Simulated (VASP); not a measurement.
InSe: single point with PBE

The system is InSe.

```
In Se
1.0
     5.59588   -1.99020   -0.30660
     5.59588    1.99020   -0.30660
    -1.77871    0.00000    5.84259
In Se
2 2
Direct
  0.88390 0.89190 0.05330
  0.10810 0.11610 0.94670
  0.67215 0.66051 0.69521
  0.33949 0.32785 0.30479
```

This cell differs from its parent crystal: atoms displaced along a vibrational mode, the cell strained.

```json
{
 "Program": "VASP 6.6.1",
 "Task": "single point",
 "Functional": "PBE",
 "Potentials or basis": "VASP PAW PBE potentials, release 64 (In_d, Se)",
 "Cutoff": "520 eV",
 "k mesh": "8 × 8 × 6",
 "Occupations": "gaussian, width 0.05 eV",
 "Spin": "no spin polarisation"
}
```

```
Pressure               : 0.6 GPa
Largest force          : 0.306 eV/Å
Band gap on the k mesh : 1.27 eV (least direct gap 1.39 eV)
```

Forces on the atoms (eV/Å):
```
In   0.042 -0.137  0.218
In  -0.042 -0.137 -0.218
Se  -0.199  0.137  0.188
Se   0.199  0.137 -0.188
```

Stress tensor (GPa, compression positive):
```
 1.41  0.00  1.13
 0.00  0.92  0.00
 1.13  0.00 -0.41
```

Levels at points of the mesh, in eV from the valence-band top:
| k point | band 16 | band 17 | band 18 | band 19 | band 20 | band 21 | band 22 | band 23 |
| --- | --- | --- | --- | --- | --- | --- | --- | --- |
| (0.00, 0.00, 0.00) | -2.09 | -1.46 | -1.22 | -0.78 | 2.33 | 2.78 | 3.36 | 4.83 |
| (0.50, 0.00, 0.00) | -2.48 | -2.17 | -2.03 | -0.86 | 1.37 | 2.39 | 3.68 | 3.90 |
| (0.50, 0.50, 0.00) | -1.75 | -1.55 | -0.53 | 0.00 | 1.84 | 2.92 | 4.01 | 4.27 |
| (0.00, 0.00, 0.50) | -1.63 | -1.44 | -1.11 | -0.74 | 1.27 | 1.92 | 3.69 | 4.52 |
| (0.50, 0.00, 0.50) | -2.60 | -2.00 | -1.91 | -1.12 | 2.34 | 2.69 | 3.97 | 4.29 |
| (0.50, 0.50, 0.50) | -1.46 | -1.22 | -0.89 | -0.10 | 2.05 | 3.01 | 4.05 | 5.11 |

It took 10 min on 1 thread of Intel(R) Xeon(R) Platinum 8488C (Sapphire Rapids), with other jobs on the host, peak memory 0.54 GiB.

Caveat: the cell differs from its parent crystal (atoms displaced along a vibrational mode, the cell strained); spin-orbit coupling is left out, which moves the levels of the heavy elements. A k mesh can miss the band edges.
